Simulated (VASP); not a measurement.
## Ge: relaxation of cell and atoms with LDA

The system is Ge.

```xyz
4
Lattice="4.0662 0.0000 0.0000 -2.0331 3.5214 0.0000 0.0000 0.0000 6.6803" Properties=species:S:1:pos:R:3 pbc="T T T"
Ge    2.0331    1.1738    0.4181
Ge    0.0000    2.3476    3.7583
Ge    2.0331    1.1738    2.9221
Ge    0.0000    2.3476    6.2622
```

This isn't the form of Ge at room conditions, which is diamond.

```yaml
Program: VASP 6.6.1
Task: relaxation of cell and atoms
Functional: LDA
Potentials_or_basis: VASP PAW LDA potentials, release 64 (Ge_d)
Cutoff: 600 eV
k_mesh: 6 × 6 × 4
Occupations: fermi-dirac, width 0.02 eV
Spin: no spin polarisation
Dipole_correction: no
Further_INCAR_settings: ALGO = Normal; EDIFF = 1e-06; IBRION = 2; EDIFFG = -0.005; NSW = 80; ISIF = 3
```

```json
{"Relaxed volume": "22.23 Å³/atom", "Relaxed cell": "a = 3.971 Å, b = 3.971 Å, c = 6.511 Å, α = 90.00°, β = 90.00°, γ = 120.00°", "Space group after relaxing (to 0.1 Å)": "P6_3/mmc (No. 194)", "Energy gained by relaxing": "24.1 meV/atom", "Ionic steps": "14", "Pressure after relaxing": "0.0 GPa", "Largest force after relaxing": "0.004 eV/Å", "Band gap on the k mesh": "zero (bands 28 and 29 overlap by 0.08 eV)"}
```

Forces in eV/Å, atoms in the order of the input:
```
Ge   0.000  0.000  0.004
Ge   0.000  0.000  0.004
Ge   0.000  0.000 -0.004
Ge   0.000  0.000 -0.004
```

The path:
| step | energy change (eV) | largest force (eV/Å) | pressure (GPa) | volume (Å³) |
| --- | --- | --- | --- | --- |
| 1 | 0.0000 | 0.0492 | -4.22 | 95.65 |
| 2 | -0.0886 | 0.0438 | 1.50 | 87.19 |
| 3 | -0.0962 | 0.0279 | 0.08 | 88.92 |
| 4 | -0.0961 | 0.0260 | -0.25 | 89.05 |
| 5 | -0.0962 | 0.0177 | -0.17 | 89.02 |
| 6 | -0.0962 | 0.0004 | -0.14 | 89.03 |
| 7 | -0.0963 | 0.0084 | 0.05 | 88.81 |
| 8 | -0.0963 | 0.0021 | -0.06 | 88.89 |
| 9 | -0.0963 | 0.0063 | 0.03 | 88.85 |
| 10 | -0.0963 | 0.0039 | -0.02 | 88.87 |
| 11 | -0.0963 | 0.0056 | -0.02 | 88.86 |
| 12 | -0.0963 | 0.0065 | 0.12 | 88.86 |
| 13 | -0.0962 | 0.0045 | -0.14 | 89.04 |
| 14 | -0.0963 | 0.0044 | 0.00 | 88.91 |

Final structure:
```
Ge
1.0
     3.97074    0.00000    0.00000
    -1.98537    3.43876    0.00000
     0.00000    0.00000    6.51114
Ge
4
Direct
  0.66667 0.33333 0.06243
  0.33333 0.66667 0.56243
  0.66667 0.33333 0.43757
  0.33333 0.66667 0.93757
```

Levels at points of the mesh, in eV from the Fermi level:
```
           k point  band 25  band 26  band 27  band 28  band 29  band 30  band 31  band 32
(0.00, 0.00, 0.00)    -1.57    -0.21    -0.14     0.08     0.10     0.10     2.20     2.20
(0.50, 0.00, 0.00)    -4.73    -3.19    -2.93    -1.50     0.38     1.65     3.52     3.69
(0.00, 0.00, 0.50)    -0.92    -0.92    -0.92    -0.92     0.60     0.60     3.33     3.33
(0.50, 0.00, 0.50)    -2.60    -2.60    -2.51    -2.51     0.46     0.46     2.04     2.04
```

Wall time 2.6 min on 1 thread of Intel(R) Xeon(R) 6975P-C (Granite Rapids), with other jobs on the host, peak memory 0.22 GiB.

Caveat: semilocal functionals underestimate gaps, and a narrow one can read as zero.
